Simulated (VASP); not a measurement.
Wanted: the native input for a VASP 6.6.1 run.

* Task: single point
* Functional: PBE
* Potentials or basis: VASP PAW PBE potentials, release 64 (Hf_pv)
* Cutoff: 520 eV
* k mesh: 12 × 12 × 12
* Occupations: fermi-dirac, width 0.1 eV
* Spin: no spin polarisation
* Dipole correction: no
* Further INCAR settings: ALGO = Fast; EDIFF = 1e-07; NBANDS = 11

The structure of Hf lies in POSCAR:

```
Hf
1.0
   -1.7353850000      1.7880950000      1.8403380000
    1.7684040000     -1.7610630000      1.8463250000
    1.7817980000      1.8074760000     -1.8133060000
Hf
1
Direct
   -0.0165250000     -0.0068030000     -0.0104090000
```

These files were run (other wordings do the same):

INCAR

```
PREC = Accurate
ENCUT = 520
EDIFF = 1E-7
ISMEAR = -1
SIGMA = 0.1
LREAL = F
LASPH = T
NELM = 80
ALGO = Fast
ISIF = 2
LWAVE = F
LCHARG = F
GGA = PE
NBANDS = 11
```

KPOINTS

```
Automatic mesh
0
Gamma
  12 12 12
```

Potentials or basis: VASP PAW PBE potentials, release 64 (Hf_pv).

Run with:

```bash
$ cat potpaw_PBE.64/Hf_pv/POTCAR > POTCAR
$ mpirun -np 1 vasp_std > vasp.out
```

Results of the run:

The pressure is -4.9 GPa and the band gap on the k mesh is zero (band 5 reaches 5.52 eV, above the bottom of band 6 at 3.62 eV).

Caveat: spin-orbit coupling is left out, which moves the levels of the heavy elements.

Wall time 2.2 min on 1 thread of Intel(R) Xeon(R) Platinum 8259CL CPU @ 2.50GHz (Skylake/Cascade Lake) (shared host), peak memory 0.33 GiB.
